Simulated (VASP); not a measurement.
**As2Se: single point with PBEsol**

As2Se:

```
As Se
1.0
    -3.52942    3.52942    2.65357
     3.52942   -3.52942    2.65357
     3.52942    3.52942   -2.65357
As Se
4 2
Direct
  0.87500 0.12500 0.75000
  0.37500 0.12500 0.25000
  0.87500 0.62500 0.75000
  0.87500 0.12500 0.25000
  0.50000 0.50000 0.00000
  0.25000 0.75000 0.50000
```

- Program: VASP 6.6.1
- Task: single point
- Functional: PBEsol
- Potentials or basis: VASP PAW PBE potentials, release 64 (As, Se)
- Cutoff: 520 eV
- k mesh: 8 × 8 × 8
- Occupations: methfessel-paxton, width 0.5 eV
- Spin: no spin polarisation
- Dipole correction: no
- Further INCAR settings: ALGO = Normal; EDIFF = 1e-06; NBANDS = 25

```json
{"Pressure": "-3.3 GPa", "Band gap on the k mesh": "zero (band 16 reaches 4.91 eV, above the bottom of band 17 at 4.51 eV)"}
```

Stress tensor (GPa, compression positive):
```
-3.05  0.00  0.00
 0.00 -3.05  0.00
 0.00  0.00 -3.70
```

Levels at points of the mesh, in eV from the Fermi level:
```tsv
k point	band 12	band 13	band 14	band 15	band 16	band 17	band 18	band 19	band 20	band 21
(0.00, 0.00, 0.00)	-2.85	-2.85	-2.69	-2.69	-1.07	2.30	3.00	3.00	3.40	3.92
(0.50, 0.00, 0.00)	-2.47	-1.77	-1.42	-0.47	-0.04	0.17	0.45	1.45	2.56	2.95
(0.50, 0.50, 0.00)	-2.24	-1.35	-1.35	-1.16	-1.16	-0.07	-0.07	1.82	1.82	3.75
(0.50, 0.50, 0.50)	-2.47	-0.68	-0.68	-0.32	-0.32	0.26	0.26	0.44	0.44	2.59
```

Run time: 69 s on 1 thread of Intel(R) Xeon(R) 6975P-C (Granite Rapids), on a shared host, peak memory 0.35 GiB.

Caveat: the PAW data sets were made with another functional, which shifts forces and pressure a little.
